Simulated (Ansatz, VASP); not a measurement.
## Two plane-wave programs on MgVCl2O

```
V Cl Mg O
1.0
     6.62034   -1.96158    0.00000
     6.62034    1.96158    0.00000
    -1.39572    0.00000    4.08633
V Cl Mg O
1 2 1 1
Cartesian
  -1.3467 0.0000 3.9983
  8.1890 0.0000 0.4558
  3.6881 0.0000 3.4590
  5.8491 0.0000 1.9060
  12.5280 0.0000 1.9353
```

Alike in both runs: task single point; functional RPBE; k mesh 7 × 7 × 7; occupations gaussian, width 0.1 eV; collinear spin, ferromagnetic start.

|  | VASP | Ansatz |
| --- | --- | --- |
| version | VASP 6.6.1 | Ansatz 0.2.0 |
| potentials or method | VASP PAW PBE potentials, release 64 (V_sv, Cl, Mg, O) | Ansatz PAW |
| plane-wave cutoff (eV) | 520 | 420 |
| valence electrons in the cell | 35 | 43 |

```csv
,VASP,Ansatz,Ansatz less VASP
gap on the k mesh at the Fermi level (eV),0.60,0.61,+0.007
least direct gap on the mesh (eV),0.72,0.73,+0.007
pressure (GPa),0.2,0.4,+0.14
"traceless stress, the component that is largest in VASP (GPa)",-0.18,-0.07,+0.107
rms of the force components (eV/Å),0.035,0.034,-0.0016
net moment per atom (μB),0.60,0.60,0.000
size of the moment on the site where the two differ most (μB),2.59,2.20,-0.397
```

VASP's potentials were made for PBE, not for RPBE. Site moments also hang on the region over which each program counts them. Atom by atom the forces differ by 0.002 eV/Å (rms over components). With one functional, cell and mesh, what is left measures potentials, basis and numerics. VASP's potentials hold 35 valence electrons a cell and Ansatz's 43, so a difference there can come from the potentials and not from the codes.

Noted on Ansatz's run: odd divisions of the mesh miss points on the zone boundary, where band edges often lie, so the gap on the mesh can be too wide.
